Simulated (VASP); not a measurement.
Crystal: GeSbTe3.

```
Ge Sb Te
1.0
     4.05572    0.00000    0.00000
     0.00000    4.31295    0.00000
     0.00000    0.00000    8.85751
Ge Sb Te
1 1 3
Direct
  0.00000 0.50000 0.00000
  0.50000 0.00000 0.00000
  0.50000 0.00000 0.33194
  0.50000 0.00000 0.66806
  0.00000 0.50000 0.50000
```

| Quantity | Value |
| --- | --- |
| Program | VASP 6.6.1 |
| Task | relaxation of cell and atoms |
| Functional | PBE |
| Potentials or basis | VASP PAW PBE potentials, release 64 (Ge_d, Sb, Te) |
| Cutoff | 600 eV |
| k mesh | 10 × 10 × 4 |
| Occupations | gaussian, width 0.1 eV |
| Spin | no spin polarisation |

At the start: pressure 0.4 GPa; volume 30.99 Å³/atom.

Problem. Where does the relaxation end?

Solution. Over 15 steps the energy falls by 19.7 meV/atom and the volume is 30.84 Å³/atom (-0.5 %); space group P4/mmm (No. 123, to 0.05 Å).

Step by step:
```tsv
step	energy change (eV)	largest force (eV/Å)	pressure (GPa)	volume (Å³)
1	0.0000	0.3487	0.43	154.94
2	-0.0720	0.1346	-0.56	156.74
3	-0.0734	0.1117	-0.69	157.01
4	-0.0893	0.0936	0.00	154.21
5	-0.0905	0.0843	0.38	152.92
6	-0.0973	0.0141	0.22	153.46
7	-0.0982	0.0209	0.14	153.73
8	-0.0985	0.0148	-0.06	154.44
9	-0.0985	0.0162	0.02	154.30
10	-0.0985	0.0153	-0.07	154.38
11	-0.0985	0.0157	-0.02	154.34
12	-0.0985	0.0157	-0.02	154.35
13	-0.0985	0.0154	-0.05	154.37
14	-0.0986	0.0072	0.08	154.09
15	-0.0986	0.0099	-0.01	154.18
```

Final structure:
```
CELL_PARAMETERS angstrom
4.11226 0.00000 0.00000
0.00000 4.11355 0.00000
0.00000 0.00000 9.11449
ATOMIC_POSITIONS crystal
Ge 0.00000 0.50000 0.00000
Sb 0.50000 0.00000 0.00000
Te 0.50000 0.00000 0.32721
Te 0.50000 0.00000 0.67279
Te 0.00000 0.50000 0.50000
```
